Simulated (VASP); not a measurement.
# Na2S (Fm-3m) in VASP: further runs, part 2 of 2

VASP 6.6.1.

## (4) Single point, LDA

This run uses another cell than the first one, of 22.92 Å³/atom.

File INCAR:

```
ALGO = Normal ; EDIFF = 1E-6
ENCUT = 500 ; GGA_COMPAT = F
ISIF = 2 ; ISMEAR = -1
LASPH = T ; LCHARG = F
LREAL = F ; LWAVE = F
NBANDS = 17 ; NELM = 120
PREC = Accurate ; SIGMA = 0.05
```

File KPOINTS:

```
k-points
0
Gamma
  7 7 7
```

File POSCAR:

```
Na2S
1.0
    0.0000000000      3.2515295394      3.2515295394
    3.2515295394      0.0000000000      3.2515295394
    3.2515295394      3.2515295394      0.0000000000
S Na
1 2
Direct
    0.0000000000      0.0000000000      0.0000000000
    0.7500000000      0.7500000000      0.7500000000
    0.2500000000      0.2500000000      0.2500000000
```

Potentials or basis: VASP PAW LDA potentials, release 64 (S, Na_pv).

Launch:

```console
> cat potpaw_LDA.64/S/POTCAR potpaw_LDA.64/Na_pv/POTCAR > POTCAR
> mpirun -np 1 vasp_std > vasp.out
```

OUTCAR:

```text
EDIFF = 1E-6
   ENCUT = 500
   ISIF = 2
   ISMEAR = -1
   LASPH = T
   LREAL = F
   NELM = 120
   PREC = Accurate

 ion  position               nearest neighbor table
   1  0.000  0.000  0.000-
   2  0.750  0.750  0.750-
   3  0.250  0.250  0.250-

  LATTYP: Found a face centered cubic cell.
 ALAT       =     6.5030590788

  Lattice vectors:

 A1 = (   0.0000000000,   3.2515295394,   3.2515295394)
 A2 = (   3.2515295394,   0.0000000000,   3.2515295394)
 A3 = (   3.2515295394,   3.2515295394,   0.0000000000)

Analysis of symmetry for initial positions (statically):
=====================================================================
 Subroutine PRICEL returns:
 Original cell was already a primitive cell.

 Routine SETGRP: Setting up the symmetry group for a
 face centered cubic supercell.

 Subroutine GETGRP returns: Found 48 space group operations
 (whereof 48 operations were pure point group operations)
 out of a pool of 48 trial point group operations.

[... 155 lines left out ...]
  free energy    TOTEN  =       -10.89368225 eV

  energy without entropy =      -10.89368225  energy(sigma->0) =      -10.89368225

 E-fermi :   1.1093     XC(G=0):  -8.3399

 val. band max:        0.0305871952   @ k =   0.0000   0.0000   0.0000
 cond. band min:       2.3379994881   @ k =   0.0000   0.0000   0.0000
 fundamental gap:      2.3074122929
 Fermi energy:         1.1093157466

 k-point     1 :       0.0000    0.0000    0.0000
  band No.  band energies     occupation
      1     -22.1344      2.00000
      2     -22.1344      2.00000
      3     -22.1344      2.00000
      4     -22.0751      2.00000
      5     -22.0751      2.00000
      6     -22.0751      2.00000
[... 377 lines left out ...]
      4     -22.0978      2.00000
      5     -22.0682      2.00000
      6     -22.0630      2.00000
[... 9 lines left out ...]
     16      10.4010      0.00000
     17      12.5774      0.00000

------------------------ aborting loop because EDIFF is reached ----------------------------------------

  FORCE on cell =-STRESS in cart. coord.  units (eV):
  Direction    XX          YY          ZZ          XY          YZ          ZX
  --------------------------------------------------------------------------------------
  -------------------------------------------------------------------------------------
  Total       -0.7079978     -0.7079978     -0.7079978      0.0000000      0.0000000      0.0000000
  in kB      -16.4986875    -16.4986875    -16.4986875      0.0000000      0.0000000      0.0000000
  external PRESSURE =     -16.4986875 kB  Pullay stress =       0.0000000 kB

 VOLUME and BASIS-vectors are now :
 -----------------------------------------------------------------------------
  energy-cutoff  :      500.00
  volume of cell :       68.75
      direct lattice vectors                 reciprocal lattice vectors
     0.000000000  3.251529539  3.251529539    -0.153773784  0.153773784  0.153773784
     3.251529539  0.000000000  3.251529539     0.153773784 -0.153773784  0.153773784
     3.251529539  3.251529539  0.000000000     0.153773784  0.153773784 -0.153773784

 POSITION                                       TOTAL-FORCE (eV/Angst)
 -----------------------------------------------------------------------------------
      0.00000      0.00000      0.00000        -0.000000     -0.000000     -0.000000
      4.87729      4.87729      4.87729         0.000000      0.000000      0.000000
      1.62576      1.62576      1.62576         0.000000     -0.000000     -0.000000
 -----------------------------------------------------------------------------------
    total drift:                                0.000000      0.000000      0.000000

  FREE ENERGIE OF THE ION-ELECTRON SYSTEM (eV)
  ---------------------------------------------------
  free  energy   TOTEN  =       -10.8936822515 eV

  energy  without entropy=      -10.8936822514  energy(sigma->0) =      -10.89368225
```

stdout:

```text
POSCAR found type information on POSCAR S Na
 POSCAR found :  2 types and       3 ions
 scaLAPACK will be used
 LDA part: xc-table for (Slater(with rela. corr.)+CA(PZ))
 , standard interpolation
 POSCAR, INCAR and KPOINTS ok, starting setup
 FFT: planning ... GRIDC
 FFT: planning ... GRID_SOFT
 FFT: planning ... GRID
 WAVECAR not read
 entering main loop
```

Run time: 8 s. Hardware: 1 thread of Intel Xeon 6975P-C (Granite Rapids), shared host; peak memory 0.16 GiB.

What came out:

```yaml
Free_energy: -10.8937 eV
Pressure: -1.6 GPa
Band_gap_on_the_k_mesh: 2.31 eV
```

Levels at points of the mesh, in eV from the valence-band top:
| k point | band 6 | band 7 | band 8 | band 9 | band 10 | band 11 | band 12 | band 13 | band 14 | band 15 |
| --- | --- | --- | --- | --- | --- | --- | --- | --- | --- | --- |
| (0.00, 0.00, 0.00) | -22.11 | -10.12 | 0.00 | 0.00 | 0.00 | 2.31 | 7.59 | 7.59 | 7.59 | 9.26 |

## (5) The runs side by side

```csv
cell,gap on the mesh (eV),pressure (GPa)
"a = 4.535 Å, angles 60.0°, 3 atoms",2.44,-0.4
"a = 4.567 Å, angles 60.0°, 3 atoms",2.37,-1.1
"a = 4.598 Å, angles 60.0°, 3 atoms",2.31,-1.6
```

Alike in all rows: task single point; level LDA; potentials or basis VASP PAW LDA potentials, release 64 (S, Na_pv); no spin polarisation; k mesh 7 × 7 × 7; cutoff (eV) 500; smearing fermi-dirac 0.05 eV.

Total energies depend on the potentials used, so only differences within one code and one set of settings carry meaning.
